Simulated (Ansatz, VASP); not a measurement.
# BiP: VASP beside Ansatz

Contents of POSCAR:

```
BiP
1.0
    3.5497724183      0.0000000000      0.0000000000
    0.0000000000      3.5497724183      0.0000000000
    0.0000000000      0.0000000000      3.5497724183
Bi P
1 1
Direct
    0.0000000000      0.0000000000      0.0000000000
    0.5000000000      0.5000000000      0.5000000000
```

Contents of INCAR.step1:

```
SYSTEM = BiP
PREC = Accurate
ENCUT = 520
ISMEAR = 0
SIGMA = 0.05
LREAL = .FALSE.
LASPH = .TRUE.
NELM = 80
NBANDS = 17
GGA = PE
ALGO = Normal
EDIFF = 1E-4
LWAVE = .TRUE.
LCHARG = .FALSE.
```

The input INCAR.step2:

```
SYSTEM = BiP
PREC = Accurate
ENCUT = 520
EDIFF = 1E-6
ISMEAR = 0
SIGMA = 0.05
LREAL = .FALSE.
LASPH = .TRUE.
NELM = 80
ALGO = Normal
ISIF = 2
LWAVE = .FALSE.
LCHARG = .TRUE.
METAGGA = R2SCAN
LMIXTAU = .TRUE.
LELF = .TRUE.
LVHAR = .TRUE.
NBANDS = 17
ISTART = 1
```

Contents of KPOINTS:

```
regular mesh
0
G
  10 10 10
  0 0 0
```

Input for Ansatz:

```yaml
crystal:
  lattice:
    - [3.5497724183, 0.0, 0.0]
    - [0.0, 3.5497724183, 0.0]
    - [0.0, 0.0, 3.5497724183]
  atoms:
    - { symbol: Bi, position: [0.0, 0.0, 0.0] }
    - { symbol: P, position: [0.5, 0.5, 0.5] }
basis:
  ecutwfc: 500
  ecutrho_ratio: 4
kpoints:
  mp_grid: { grid: [10, 10, 10] }
hamiltonian:
  xc: r2scan
scf:
  occupations: { method: gaussian, width: 0.05 }
output:
  forces: true
  stress: true
  eigenvalues: true
```

Alike in both runs: task single point; functional r2SCAN; k mesh 10 × 10 × 10; occupations gaussian, width 0.05 eV; no spin polarisation.

|  | VASP | Ansatz |
| --- | --- | --- |
| version | VASP 6.6.1 | Ansatz 0.2.0 |
| potentials or method | VASP PAW PBE potentials, release 64 (Bi_d, P), cutoff 520 eV | scalar-relativistic, plane waves, PAW |
| valence electrons in the cell | 20 | 20 |

|  | VASP | Ansatz | Ansatz less VASP |
| --- | --- | --- | --- |
| gap on the k mesh at the Fermi level (eV) | none | none | - |
| pressure (GPa) | 1.7 | 1.7 | -0.01 |

VASP's potentials were made for PBE, not for r2SCAN. A gap of «none» marks a metal or a gap that the smearing closes.

Neither program's run includes spin-orbit coupling.
